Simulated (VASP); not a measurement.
# Sb (P4/mmm) in VASP: notebook

Sb is run at these levels: r2SCAN; tasks: single point.

Program: VASP 6.6.1. These are calculated values, not measurements. Logs are shortened: lines on timing, memory, paths and dates and some standing lists are left out, and cuts for length are marked.

### Step 1. The cell of the first run

It takes space group P4/mmm (No. 123, tetragonal). The conventional cell has a = 3.286 Å, b = 3.286 Å, c = 2.907 Å, α = 90.00°, β = 90.00°, γ = 90.00°. Within 3.8 Å of Sb (site symmetry 4/mmm) lie 6 Sb at 2.91 to 3.29 Å.

### Step 2. Single point, r2SCAN (strain +0.040 along x and y, -0.080 along z)

POSCAR reads:

```
Sb
1.0
    3.2864000000      0.0000000000      0.0000000000
    0.0000000000      3.2864000000      0.0000000000
    0.0000000000      0.0000000000      2.9072000000
Sb
1
Direct
    0.0000000000      0.0000000000      0.0000000000
```

INCAR.step1 reads:

```
SYSTEM = Sb
ALGO = Normal ; EDIFF = 1E-4
ENCUT = 520 ; GGA = PE
ISMEAR = 0 ; LASPH = .TRUE.
LCHARG = .FALSE. ; LREAL = .FALSE.
LWAVE = .TRUE. ; NBANDS = 8
NELM = 80 ; PREC = Accurate
SIGMA = 0.15
```

INCAR.step2 reads:

```
SYSTEM = Sb
ALGO = Normal ; EDIFF = 1E-6
ENCUT = 520 ; ISIF = 2
ISMEAR = 0 ; ISTART = 1
LASPH = .TRUE. ; LCHARG = .FALSE.
LMIXTAU = .TRUE. ; LREAL = .FALSE.
LWAVE = .FALSE. ; METAGGA = R2SCAN
NBANDS = 8 ; NELM = 80
PREC = Accurate ; SIGMA = 0.15
```

KPOINTS reads:

```
k-points
0
G
  16 16 16
  0 0 0
```

Potentials or basis: VASP PAW PBE potentials, release 64 (Sb).

Run with:

```
$ cat potpaw_PBE.64/Sb/POTCAR > POTCAR
$ cp INCAR.step1 INCAR
$ mpirun -np 1 vasp_std > vasp.out
$ cp INCAR.step2 INCAR
$ mpirun -np 1 vasp_std > vasp.out
```

OUTCAR:

```text
SYSTEM = Sb
   EDIFF = 1E-6
   ENCUT = 520
   ISIF = 2
   ISMEAR = 0
   ISTART = 1
   LASPH = .TRUE.
   LREAL = .FALSE.
   METAGGA = R2SCAN
   NELM = 80
   PREC = Accurate

 ion  position               nearest neighbor table
   1  0.000  0.000  0.000-

  LATTYP: Found a simple tetragonal cell.
 ALAT       =     3.2864000000
 C/A-ratio  =     0.8846153846

  Lattice vectors:

 A1 = (   3.2864000000,   0.0000000000,   0.0000000000)
 A2 = (   0.0000000000,   3.2864000000,   0.0000000000)
 A3 = (   0.0000000000,   0.0000000000,   2.9072000000)

Analysis of symmetry for initial positions (statically):
=====================================================================
 Subroutine PRICEL returns:
 Original cell was already a primitive cell.

 Routine SETGRP: Setting up the symmetry group for a
 simple tetragonal supercell.

 Subroutine GETGRP returns: Found 16 space group operations
 (whereof 16 operations were pure point group operations)
 out of a pool of 16 trial point group operations.

The static configuration has the point symmetry D_4h.

Analysis of symmetry for dynamics (positions and initial velocities):
=====================================================================
 Subroutine PRICEL returns:
 Original cell was already a primitive cell.

 Routine SETGRP: Setting up the symmetry group for a
 simple tetragonal supercell.

 Subroutine GETGRP returns: Found 16 space group operations
 (whereof 16 operations were pure point group operations)
 out of a pool of 16 trial point group operations.

The dynamic configuration has the point symmetry D_4h.

 Subroutine INISYM returns: Found 16 space group operations
 (whereof 16 operations are pure point group operations),
 and found     1 'primitive' translations

----------------------------------------------------------------------------------------

                                     Primitive cell

  volume of cell :      31.3990

  direct lattice vectors                    reciprocal lattice vectors
     3.286400000  0.000000000  0.000000000     0.304284323  0.000000000  0.000000000
     0.000000000  3.286400000  0.000000000     0.000000000  0.304284323  0.000000000
     0.000000000  0.000000000  2.907200000     0.000000000  0.000000000  0.343973583

  length of vectors
     3.286400000  3.286400000  2.907200000     0.304284323  0.304284323  0.343973583

  position of ions in fractional coordinates (direct lattice)
     0.000000000  0.000000000  0.000000000

  ion indices of the primitive-cell ions
   primitive index   ion index
                 1           1

----------------------------------------------------------------------------------------

 KPOINTS: k-points

Automatic generation of k-mesh.
 Grid dimensions read from file:
 generate k-points for:   16   16   16

 Generating k-lattice:

  Cartesian coordinates                     Fractional coordinates (reciprocal lattice)
     0.019017770  0.000000000  0.000000000     0.062500000  0.000000000  0.000000000
     0.000000000  0.019017770  0.000000000     0.000000000  0.062500000  0.000000000
     0.000000000  0.000000000  0.021498349     0.000000000  0.000000000  0.062500000

  Length of vectors
     0.019017770  0.019017770  0.021498349

  Shift w.r.t. Gamma in fractional coordinates (k-lattice)
     0.000000000  0.000000000  0.000000000

 Subroutine IBZKPT returns following result:
 ===========================================

 Found    405 irreducible k-points:

 Following reciprocal coordinates:
            Coordinates               Weight
  0.000000  0.000000  0.000000      1.000000
  0.062500  0.000000  0.000000      4.000000
  0.125000  0.000000  0.000000      4.000000
  0.187500  0.000000  0.000000      4.000000
  0.250000  0.000000  0.000000      4.000000
  0.312500  0.000000  0.000000      4.000000
[... 16 lines left out ...]
  0.437500  0.125000  0.000000      8.000000
  0.500000  0.125000  0.000000      4.000000
 [... further k-points ...]
   k-points           NKPTS =    405   k-points in BZ     NKDIM =    405   number of bands    NBANDS=      8
   number of dos      NEDOS =    301   number of ions     NIONS =      1
   total plane-waves  NPLWV =  13824
   dimension x,y,z NGX =    24 NGY =   24 NGZ =   24
   dimension x,y,z NGXF=    48 NGYF=   48 NGZF=   48
   ions per type =               1
   NGX,Y,Z   is equivalent  to a cutoff of  12.14, 12.14, 13.72 a.u.
   NGXF,Y,Z  is equivalent  to a cutoff of  24.28, 24.28, 27.45 a.u.
 SYSTEM =  Sb
   PREC   = accura    normal or accurate (medium, high low for compatibility)
   ISTART =      1    job   : 0-new  1-cont  2-samecut
   ICHARG =      0    charge: 1-file 2-atom 10-const
   ISPIN  =      1    spin polarized calculation?
   LNONCOLLINEAR =      F non collinear calculations
   LSORBIT =      F    spin-orbit coupling
   LASPH  =      T    aspherical Exc in radial PAW
   ENCUT  =  520.0 eV  38.22 Ry    6.18 a.u.   6.11  6.11  5.41*2*pi/ulx,y,z
   NELM   =     80;   NELMIN=  2; NELMDL=  0     # of ELM steps
   EDIFF  = 0.1E-05   stopping-criterion for ELM
   LREAL  =      F    real-space projection
   EDIFFG = 0.1E-04   stopping-criterion for IOM
   NSW    =      0    number of steps for IOM
   IBRION =     -1    ionic relax: 0-MD 1-quasi-New 2-CG
   NFREE  =      0    steps in history (QN), initial steepest desc. (CG)
   ISIF   =      2    stress and relaxation
   ISYM   =      2    0-nonsym 1-usesym 2-fastsym
   POTIM  = 0.5000    time-step for ionic-motion
   TEBEG  =    0.0;   TEEND  =   0.0 temperature during run
   PSTRESS=    0.0 pullay stress
   NELECT =       5.0000    total number of electrons
   NUPDOWN=      -1.0000    fix difference up-down
   EMIN   =  10.00;   EMAX   =-10.00  energy-range for DOS
   EFERMI =   0.00;   METHOD = LEGACY
   ISMEAR =     0;   SIGMA  =   0.15  broadening in eV -4-tet -1-fermi 0-gaus
   EFERMI_NEDOS =   21; number of points for ismear=-14 and -15
   IALGO  =     38    algorithm
   IMIX   =      4    mixing-type and parameters
     AMIX     =   0.40;   BMIX     =  1.00
     AMIX_MAG =   1.60;   BMIX_MAG =  1.00
  volume/ion in A,a.u.               =      31.40       211.89
  Fermi-wavevector in a.u.,A,eV,Ry     =   0.887346  1.676840 10.712991  0.787383
  Thomas-Fermi vector in A             =   2.008632
   LORBIT       =      0    0 simple, 1 ext, 2 COOP (PROOUT), +10 PAW based schemes
   METAGGA = R2SCAN    functional components
   LHFCALC =     F    Hartree Fock is set to
   AEXX    =    0.0000 exact exchange contribution
   IVDW    =     0    specifies the selected vdW correction
   LEPSILON=     F    determine dielectric tensor
   LRPA    =     F    only Hartree local field effects (RPA)
 non-spin polarized calculation
 Gauss-broadening in eV      SIGMA  =   0.15
  energy-cutoff  :      520.00
  volume of cell :       31.40
 maximum number of plane-waves:       866
   NGX = 13   NGY = 13   NGZ = 11

 number of electron       4.9999999 magnetization

 Free energy of the ion-electron system (eV)
  ---------------------------------------------------
  ext. energy  EPLUGINS =         0.00000000
  ---------------------------------------------------
  free energy    TOTEN  =       -25.51583369 eV

  energy without entropy =      -25.51139452  energy(sigma->0) =      -25.51361410

 E-fermi :   6.4211     XC(G=0):  -9.8654

 val. band max:        6.4102669902   @ k =   0.4375   0.3750   0.5000
 cond. band min:       6.4257718293   @ k =   0.2500   0.0625   0.2500
 fundamental gap:      0.0155048391
 Fermi energy:         6.4211288120

 k-point     1 :       0.0000    0.0000    0.0000
  band No.  band energies     occupation
      1      -6.2814      2.00000
      2       8.5248      0.00000
      3       8.5248      0.00000
      4      12.2682      0.00000
      5      12.8578      0.00000
      6      13.0664      0.00000
      7      16.7622      0.00000
      8      23.3408      0.00000

 k-point     2 :       0.0625    0.0000    0.0000
  band No.  band energies     occupation
      1      -6.2329      2.00000
      2       7.9148      0.00000
      3       8.5702      0.00000
      4      12.3155      0.00000
      5      12.9953      0.00000
      6      13.6491      0.00000
      7      16.8215      0.00000
      8      22.7049      0.00000

 k-point     3 :       0.1250    0.0000    0.0000
  band No.  band energies     occupation
      1      -6.0891      2.00000
      2       6.6606      0.02395
      3       8.7033      0.00000
      4      12.4541      0.00000
      5      13.1382      0.00000
      6      15.0486      0.00000
      7      17.0339      0.00000
      8      21.6291      0.00000

 k-point     4 :       0.1875    0.0000    0.0000
  band No.  band energies     occupation
      1      -5.8558      2.00000
      2       5.2909      2.00000
      3       8.9143      0.00000
      4      12.6741      0.00000
      5      13.3580      0.00000
      6      16.3684      0.00000
      7      17.6608      0.00000
      8      20.5347      0.00000

 k-point     5 :       0.2500    0.0000    0.0000
  band No.  band energies     occupation
      1      -5.5455      2.00000
      2       3.9814      2.00000
      3       9.1848      0.00000
      4      12.9569      0.00000
      5      13.6576      0.00000
      6      16.9998      0.00000
      7      18.9551      0.00000
      8      19.5105      0.00000
[... 177 lines left out ...]
 k-point    22 :       0.3750    0.1250    0.0000
  band No.  band energies     occupation
      1      -4.6173      2.00000
      2       2.0371      2.00000
      3       7.9967      0.00000
      4      13.7619      0.00000
      5      14.8210      0.00000
      6      16.4011      0.00000
      7      18.6696      0.00000
      8      21.1956      0.00000

 k-point    23 :       0.4375    0.1250    0.0000
  band No.  band energies     occupation
      1      -4.3190      2.00000
      2       1.3823      2.00000
      3       8.2414      0.00000
      4      13.9870      0.00000
      5      14.3384      0.00000
      6      16.6166      0.00000
      7      19.2674      0.00000
      8      20.7601      0.00000

 k-point    24 :       0.5000    0.1250    0.0000
  band No.  band energies     occupation
      1      -4.2005      2.00000
      2       1.1443      2.00000
      3       8.3353      0.00000
      4      14.0715      0.00000
      5      14.1600      0.00000
      6      16.7073      0.00000
      7      19.7600      0.00000
      8      20.2872      0.00000

 [... further k-points ...]
[... 5 lines left out ...]
  --------------------------------------------------------------------------------------
  -------------------------------------------------------------------------------------
  Total       -1.3394060     -1.3394060      1.5982678      0.0000000     -0.0000000      0.0000000
  in kB      -68.3450508    -68.3450508     81.5538329      0.0000000     -0.0000000      0.0000000
  external PRESSURE =     -18.3787563 kB  Pullay stress =       0.0000000 kB

 VOLUME and BASIS-vectors are now :
 -----------------------------------------------------------------------------
  energy-cutoff  :      520.00
  volume of cell :       31.40
      direct lattice vectors                 reciprocal lattice vectors
     3.286400000  0.000000000  0.000000000     0.304284323  0.000000000  0.000000000
     0.000000000  3.286400000  0.000000000     0.000000000  0.304284323  0.000000000
     0.000000000  0.000000000  2.907200000     0.000000000  0.000000000  0.343973583

 POSITION                                       TOTAL-FORCE (eV/Angst)
 -----------------------------------------------------------------------------------
      0.00000      0.00000      0.00000         0.000000      0.000000      0.000000
 -----------------------------------------------------------------------------------
    total drift:                               -0.000000      0.000000     -0.000000

  FREE ENERGIE OF THE ION-ELECTRON SYSTEM (eV)
  ---------------------------------------------------
  free  energy   TOTEN  =       -25.5158336928 eV

  energy  without entropy=      -25.5113945171  energy(sigma->0) =      -25.51361410
```

Wall time 1.9 min (1 thread of Intel Xeon Platinum 8259CL at 2.50GHz (Skylake/Cascade Lake), shared host); peak memory 0.22 GiB.

Results:

| Property | Result |
| --- | --- |
| Free energy | -25.5158 eV |
| Pressure | -1.8 GPa |

Caveat: the cell differs from its parent crystal (strain +0.040 along x and y, -0.080 along z); the PAW data sets were made with another functional, which shifts forces and pressure a little; spin-orbit coupling is left out, which moves the levels of the heavy elements.

(Continued in part 2 of 2.)
